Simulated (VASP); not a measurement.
A run of VASP 6.6.1:

File INCAR:

```
SYSTEM = La3Si2O
PREC = Accurate ; ENCUT = 600
EDIFF = 1E-6 ; ISMEAR = 0
SIGMA = 0.2 ; LREAL = .False.
LASPH = .True. ; NELM = 200
ALGO = Normal ; ISIF = 2
LWAVE = .False. ; LCHARG = .False.
GGA = PE ; NBANDS = 59
GGA_COMPAT = .False. ; LMAXMIX = 6
```

The input KPOINTS:

```
regular mesh
0
Gamma
  6 4 2
  0 0 0
```

File POSCAR:

```
La3Si2O
1.0
    0.0000000000      0.0000000000     -3.9839804769
    3.9014260717     -6.7574681781      0.0000000000
  -11.7042782150     -6.7574681781      0.0000000000
La Si O
6 4 2
Direct
    0.5000000000      0.2500000000      0.7500000000
    0.5000000000      0.7500000000      0.2500000000
    0.5000000000      0.7500000000      0.7500000000
    0.5000000000      0.2500000000      0.2500000000
    0.5000000000      0.5000000000      1.0000000000
    0.5000000000      1.0000000000      0.5000000000
    0.0000000000      0.5000000000      0.8333333333
    0.0000000000      1.0000000000      0.3333333333
    0.0000000000      1.0000000000      0.6666666667
    0.0000000000      0.5000000000      0.1666666667
    0.0000000000      0.5000000000      0.5000000000
    0.0000000000      0.0000000000      0.0000000000
```

Potentials or basis: VASP PAW PBE potentials, release 64 (La, Si, O).

Run with:

```sh
$ cat potpaw_PBE.64/La/POTCAR potpaw_PBE.64/Si/POTCAR potpaw_PBE.64/O/POTCAR > POTCAR
$ mpirun -np 1 vasp_std > vasp.out
```

Hardware: 1 thread of Intel Xeon 8259CL, with other jobs on the host.

Task: How long does it take, and how much memory?

Result: Wall time 62 min on 1 thread of Intel Xeon 8259CL, on a shared host, peak memory 0.91 GiB. Counts: scf iterations 19, k points 24.
